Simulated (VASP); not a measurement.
## I: single point with r2SCAN-based global hybrid with 50 % exact exchange

I:

```
CELL_PARAMETERS angstrom
3.63503 -2.39502 0.00000
3.63503 2.39502 0.00000
0.00000 0.00000 9.79344
ATOMIC_POSITIONS crystal
I 0.64930 0.35070 0.38440
I 0.14930 0.85070 0.11560
I 0.35070 0.64930 0.61560
I 0.85070 0.14930 0.88440
```

```yaml
Program: VASP 6.6.1
Task: single point
Functional: r2SCAN-based global hybrid with 50 % exact exchange
Potentials_or_basis: VASP PAW PBE potentials, release 64 (I)
Cutoff: 520 eV
k_mesh: 4 × 4 × 2
Occupations: fermi-dirac, width 0.05 eV
Spin: no spin polarisation
Dipole_correction: no
Grid_for_exact_exchange_PRECFOCK: Normal
Share_of_exact_exchange: 0.5
Further_INCAR_settings: ALGO = Normal; EDIFF = 1e-06; NBANDS = 22
```

| Item | Value |
| --- | --- |
| Pressure | -0.3 GPa |
| Largest force | 0.337 eV/Å |
| Band gap on the k mesh | 4.55 eV (least direct gap 4.85 eV) |

Forces in eV/Å, atoms in the order of the input:
```
I    0.000  0.188  0.279
I    0.000  0.188 -0.279
I    0.000 -0.188 -0.279
I    0.000 -0.188  0.279
```

Stress tensor (GPa, compression positive):
```
 0.32  0.00  0.00
 0.00 -0.14  0.00
 0.00  0.00 -0.94
```

Levels at points of the mesh, in eV from the valence-band top:
```tsv
k point	band 10	band 11	band 12	band 13	band 14	band 15	band 16	band 17	band 18	band 19
(0.00, 0.00, 0.00)	-1.60	-1.31	-0.66	-0.31	-0.22	4.63	5.69	8.60	8.65	8.82
(0.50, 0.00, 0.00)	-2.13	-1.43	-1.43	-0.58	-0.58	5.53	5.53	8.76	8.76	10.96
(0.50, 0.50, 0.00)	-2.37	-2.36	-1.55	-0.88	-0.54	4.55	5.21	8.44	9.25	9.41
(0.00, 0.00, 0.50)	-1.67	-1.21	-1.21	-0.26	-0.26	4.96	4.96	9.17	9.17	9.66
(0.50, 0.00, 0.50)	-2.29	-1.01	-1.01	0.00	0.00	4.98	4.98	9.16	9.16	10.00
(0.50, 0.50, 0.50)	-2.25	-1.48	-1.48	-1.33	-1.33	4.68	4.68	9.50	9.50	10.57
```

Run time: 34 min on 1 thread of Intel(R) Xeon(R) Platinum 8488C (Sapphire Rapids) (shared host), peak memory 0.37 GiB.

Caveat: the PAW data sets were made with another functional, which shifts forces and pressure a little; spin-orbit coupling is left out, which moves the levels of the heavy elements. A k mesh can miss the band edges.
